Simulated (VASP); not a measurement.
Crystal: PbSe.

```
Pb Se
1.0
     0.00000    3.06065    3.06065
     3.06065    0.00000    3.06065
     3.06065    3.06065    0.00000
Pb Se
1 1
Direct
  0.00000 0.00000 0.00000
  0.50000 0.50000 0.50000
```

```yaml
Program: VASP 6.6.1
Task: relaxation of cell and atoms
Functional: LDA
Potentials_or_basis: VASP PAW LDA potentials, release 64 (Pb_d, Se)
Cutoff: 600 eV
k_mesh: 14 × 14 × 14
Occupations: fermi-dirac, width 0.05 eV
Spin: no spin polarisation
```

At the start: pressure -2.0 GPa; volume 28.67 Å³/atom.

**Question.** How do energy, volume and symmetry change on relaxing?

**Answer.** Over 6 steps the energy falls by 6.5 meV/atom and the volume is 27.66 Å³/atom (-3.5 %); space group Fm-3m (No. 225, to 0.1 Å) before and after.

Step by step:
```tsv
step	energy change (eV)	largest force (eV/Å)	pressure (GPa)	volume (Å³)
1	0.0000	0.0000	-1.97	57.34
2	-0.0107	0.0000	0.91	54.47
3	-0.0130	0.0000	-0.02	55.29
4	-0.0130	0.0000	0.01	55.25
5	-0.0130	0.0000	0.03	55.27
6	-0.0130	0.0000	-0.01	55.33
```

Final structure:
```cif
data_structure
_symmetry_space_group_name_H-M 'P 1'
_symmetry_Int_Tables_number 1
_cell_length_a 4.2772
_cell_length_b 4.2772
_cell_length_c 4.2772
_cell_angle_alpha 60.000
_cell_angle_beta 60.000
_cell_angle_gamma 60.000
_cell_volume 55.33
loop_
_atom_site_label
_atom_site_type_symbol
_atom_site_fract_x
_atom_site_fract_y
_atom_site_fract_z
_atom_site_occupancy
Pb1 Pb 0.00000 0.00000 0.00000 1
Se1 Se 0.50000 0.50000 0.50000 1
```
